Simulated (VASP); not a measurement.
Wanted: the native input for a VASP 6.6.1 run.

| Item | Value |
| --- | --- |
| Task | single point |
| Functional | PBEsol |
| Potentials or basis | VASP PAW PBE potentials, release 64 (Mg) |
| Cutoff | 520 eV |
| k mesh | 18 × 18 × 18 |
| Occupations | gaussian, width 0.15 eV |
| Spin | no spin polarisation |
| Dipole correction | no |
| Further INCAR settings | ALGO = Normal; EDIFF = 1e-06; NBANDS = 7 |

The structure of Mg lies in POSCAR:

```
Mg
1.0
   -1.8219578674      1.8219578674      1.8339000000
    1.8219578674     -1.8219578674      1.8339000000
    1.8219578674      1.8219578674     -1.8339000000
Mg
1
Direct
    0.0000000000      0.0000000000      0.0000000000
```

This isn't the form of Mg at room conditions, which is hcp.

These files were run (other wordings do the same):

INCAR

```
PREC = Accurate
ENCUT = 520
EDIFF = 1E-6
ISMEAR = 0
SIGMA = 0.15
LREAL = F
LASPH = T
NELM = 60
ALGO = Normal
ISIF = 2
LWAVE = F
LCHARG = T
GGA = PS
LELF = T
LVHAR = T
NBANDS = 7
```

KPOINTS

```
Automatic mesh
0
Gamma
  18 18 18
```

Potentials or basis: VASP PAW PBE potentials, release 64 (Mg).

Launch:

```sh
$ cat potpaw_PBE.64/Mg/POTCAR > POTCAR
$ mpirun -np 1 vasp_std > vasp.out
```

Results of the run:

The pressure is -2.6 GPa. The band gap on the k mesh is zero (bands 1 and 2 overlap by 4.52 eV).

Caveat: the PAW data sets were made with another functional, which shifts forces and pressure a little.

Run time: 13 s on 1 thread of Intel(R) Xeon(R) 6975P-C (Granite Rapids) (shared host), peak memory 0.2 GiB.
